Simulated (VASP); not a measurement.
NaLa, 2 atoms in the cell. It takes space group P-6m2 (No. 187, hexagonal). Conventional cell: a = 3.678 Å, b = 3.678 Å, c = 6.484 Å, α = 90.00°, β = 90.00°, γ = 120.00°. La (site symmetry -6m2) has 6 La at 3.68 Å and 6 Na at 3.88 Å within 4.8 Å. Na (site symmetry -6m2) has 6 Na at 3.68 Å and 6 La at 3.88 Å within 4.8 Å. 

```yaml
Program: VASP 6.6.1
Task: single point
Functional: PBE
Potentials_or_basis: VASP PAW PBE potentials, release 64 (La, Na_sv)
Cutoff: 970 eV
k_mesh: 7 × 7 × 4
Occupations: fermi-dirac, width 0.05 eV
Spin: no spin polarisation
Dipole_correction: no
Mended: yes
Further_INCAR_settings: ALGO = Normal; EDIFF = 1e-06; NBANDS = 17
```

Potentials or basis: VASP PAW PBE potentials, release 64 (La, Na_sv).

Launch:

```sh
$ cat potpaw_PBE.64/La/POTCAR potpaw_PBE.64/Na_sv/POTCAR > POTCAR
$ mpirun -np 1 vasp_std > vasp.out
```

Hardware: 1 thread of Intel(R) Xeon(R) Platinum 8259CL CPU @ 2.50GHz (Skylake/Cascade Lake), on a shared host.

**Question.** How long does it take, and how much memory?

**Answer.** It took 91 s on 1 thread of Intel(R) Xeon(R) Platinum 8259CL CPU @ 2.50GHz (Skylake/Cascade Lake), with other jobs on the host, peak memory 0.39 GiB. Counts: scf iterations 13, k points 24.
